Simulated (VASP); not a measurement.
# Hf (Fm-3m) in VASP: notebook, part 2 of 2

VASP 6.6.1. The steps go on from the part before.

**5. Vibrations by perturbation theory, LDA**

INCAR

```
ALGO = Normal
EDIFF = 1E-8
ENCUT = 520
IBRION = 8
ISIF = 2
ISMEAR = -1
LASPH = True
LCHARG = False
LREAL = False
LWAVE = False
NELM = 100
NSW = 1
PREC = Accurate
SIGMA = 0.05
```

KPOINTS

```
k-points
0
Gamma
  7 7 7
```

POSCAR

```
Hf
1.0
    0.0000000000      2.2200000000      2.2200000000
    2.2200000000      0.0000000000      2.2200000000
    2.2200000000      2.2200000000      0.0000000000
Hf
1
Direct
    0.0000000000      0.0000000000      0.0000000000
```

Potentials or basis: VASP PAW LDA potentials, release 64 (Hf_pv).

Started as:

```sh
$ cat potpaw_LDA.64/Hf_pv/POTCAR > POTCAR
$ mpirun -np 1 vasp_std > vasp.out
```

OUTCAR:

```text
EDIFF = 1E-8
   ENCUT = 520
   IBRION = 8
   ISIF = 2
   ISMEAR = -1
   LASPH = True
   LREAL = False
   NELM = 100
   NSW = 1
   PREC = Accurate

 ion  position               nearest neighbor table
   1  0.000  0.000  0.000-

  LATTYP: Found a face centered cubic cell.
 ALAT       =     4.4400000000

  Lattice vectors:

 A1 = (   0.0000000000,   2.2200000000,   2.2200000000)
 A2 = (   2.2200000000,   0.0000000000,   2.2200000000)
 A3 = (   2.2200000000,   2.2200000000,   0.0000000000)

Analysis of symmetry for initial positions (statically):
=====================================================================
 Subroutine PRICEL returns:
 Original cell was already a primitive cell.

 Routine SETGRP: Setting up the symmetry group for a
 face centered cubic supercell.

 Subroutine GETGRP returns: Found 48 space group operations
 (whereof 48 operations were pure point group operations)
 out of a pool of 48 trial point group operations.

The static configuration has the point symmetry O_h .

[... 440 lines left out ...]

  energy without entropy =       -0.20056422

------------------------ aborting loop because EDIFF is reached ----------------------------------------

 INTERNAL STRAIN TENSOR  FOR ION    1  DIRECTION 1   (eV/Angst):
 -----------------------------------------------------------------------------
     0.01559 -0.00000  0.00000
    -0.00000  0.00823 -0.00000
     0.00000 -0.00000  0.00823

 INTERNAL STRAIN TENSOR FOR ION    1 for displacements in x,y,z  (eV/Angst):
          X           Y           Z          XY          YZ          ZX
  --------------------------------------------------------------------------------
  x     0.00000     0.00000     0.00000     0.00000     0.00000     0.00000
  y     0.00000     0.00000     0.00000     0.00000     0.00000     0.00000
  z     0.00000     0.00000     0.00000     0.00000     0.00000     0.00000

 SECOND DERIVATIVES (NOT SYMMETRIZED)
 ------------------------------------
               1X          1Y          1Z
  1X     0.005680    0.000000    0.000000
  1Y     0.000000    0.005680    0.000000
  1Z     0.000000    0.000000    0.005680

 Eigenvectors and eigenvalues of the dynamical matrix
 ----------------------------------------------------

   1 f/i=    0.088192 THz     0.554129 2PiTHz    2.941778 cm-1     0.364734 meV
             X         Y         Z           dx          dy          dz
      0.000000  0.000000  0.000000     1.000000    0.000000    0.000000

   2 f/i=    0.088192 THz     0.554129 2PiTHz    2.941778 cm-1     0.364734 meV
             X         Y         Z           dx          dy          dz
      0.000000  0.000000  0.000000     0.000000    1.000000    0.000000

   3 f/i=    0.088192 THz     0.554129 2PiTHz    2.941778 cm-1     0.364734 meV
             X         Y         Z           dx          dy          dz
      0.000000  0.000000  0.000000     0.000000    0.000000    1.000000

--------------------------------------------------------------------------------------------------------

 ELASTIC MODULI CONTR FROM IONIC RELAXATION (kBar)
 Direction    XX          YY          ZZ          XY          YZ          ZX
 --------------------------------------------------------------------------------
 XX           0.0000      0.0000      0.0000      0.0000      0.0000      0.0000
 YY           0.0000      0.0000      0.0000      0.0000      0.0000      0.0000
 ZZ           0.0000      0.0000      0.0000      0.0000      0.0000      0.0000
 XY           0.0000      0.0000      0.0000      0.0000      0.0000      0.0000
 YZ           0.0000      0.0000      0.0000      0.0000      0.0000      0.0000
 ZX           0.0000      0.0000      0.0000      0.0000      0.0000      0.0000
 --------------------------------------------------------------------------------
```

OSZICAR:

```text
N       E                     dE             d eps       ncg     rms          rms(c)
DAV:   1     0.654690934881E+01    0.65469E+01   -0.60013E+03   360   0.102E+03
DAV:   2    -0.106665683934E+02   -0.17213E+02   -0.16677E+02   566   0.133E+02
DAV:   3    -0.109661104292E+02   -0.29954E+00   -0.29397E+00   435   0.127E+01
[... 27 lines left out ...]
RMM:  11    -0.200564206634E+00   -0.12235E-06   -0.20430E-06  1523   0.571E-05    0.673E-05
RMM:  12    -0.200564205090E+00    0.15435E-08   -0.10219E-06  1593   0.314E-05    0.276E-06
RMM:  13    -0.200564210709E+00   -0.56185E-08   -0.49252E-07  1363   0.171E-05    0.192E-05
RMM:  14    -0.200564217513E+00   -0.68043E-08   -0.24272E-07  1022   0.105E-05    0.990E-06
RMM:  15    -0.200564225127E+00   -0.76135E-08   -0.14831E-07  1018   0.845E-06    0.278E-07
RMM:  16    -0.200564223929E+00    0.11976E-08   -0.95690E-08   722   0.680E-06    0.157E-06
 Linear response finished
```

Run time: 23 s. Hardware: 1 thread of Intel Xeon 6975P-C, shared host; peak memory 0.15 GiB.

Caveat: spin-orbit coupling is left out, which moves the levels of the heavy elements.

**6. Density of states, BLYP, non-collinear spin, zero start, spin-orbit coupling**

POSCAR is that of step 5.

INCAR.step1

```
SYSTEM = Hf
AGGAC = 1.0
AGGAX = 1.0
ALDAC = 0.0
ALDAX = 1.0
ALGO = Fast
EDIFF = 1E-6
ENCUT = 520
GGA = B5
GGA_COMPAT = .FALSE.
ISIF = 2
ISMEAR = 1
LASPH = .TRUE.
LCHARG = .TRUE.
LMAXMIX = 4
LORBMOM = .TRUE.
LREAL = .FALSE.
LSORBIT = .TRUE.
LWAVE = .FALSE.
MAGMOM = 0 0 0
NBANDS = 21
NELM = 150
PREC = Accurate
SIGMA = 0.1
```

KPOINTS.step1

```
k-points
0
G
  10 10 10
  0 0 0
```

INCAR.step2

```
SYSTEM = Hf
AGGAC = 1.0
AGGAX = 1.0
ALDAC = 0.0
ALDAX = 1.0
ALGO = Fast
EDIFF = 1E-6
ENCUT = 520
GGA = B5
GGA_COMPAT = .FALSE.
ICHARG = 11
ISIF = 2
ISMEAR = -5
LASPH = .TRUE.
LCHARG = .FALSE.
LMAXMIX = 4
LORBIT = 10
LORBMOM = .TRUE.
LREAL = .FALSE.
LSORBIT = .TRUE.
LWAVE = .FALSE.
MAGMOM = 0 0 0
NEDOS = 1001
NELM = 150
PREC = Accurate
SIGMA = 0.1
```

KPOINTS.step2

```
k-points
0
G
  15 15 15
  0 0 0
```

Potentials or basis: VASP PAW PBE potentials, release 64 (Hf_pv).

Started as:

```sh
$ cat potpaw_PBE.64/Hf_pv/POTCAR > POTCAR
$ cp INCAR.step1 INCAR
$ cp KPOINTS.step1 KPOINTS
$ mpirun -np 1 vasp_ncl > vasp.out
$ cp INCAR.step2 INCAR
$ cp KPOINTS.step2 KPOINTS
$ mpirun -np 1 vasp_ncl > vasp.out
```

Run time: 2.5 min. Hardware: 1 thread of Intel Xeon 8259CL, shared host; peak memory 0.23 GiB.

It converged, with:

- Net moment: 0.00 μB per cell
- Valence electrons inside the program's atomic spheres: Hf 8.48

Moments on the atoms (μB; x, y, z):
```
Hf  0.00 0.00 0.00
```
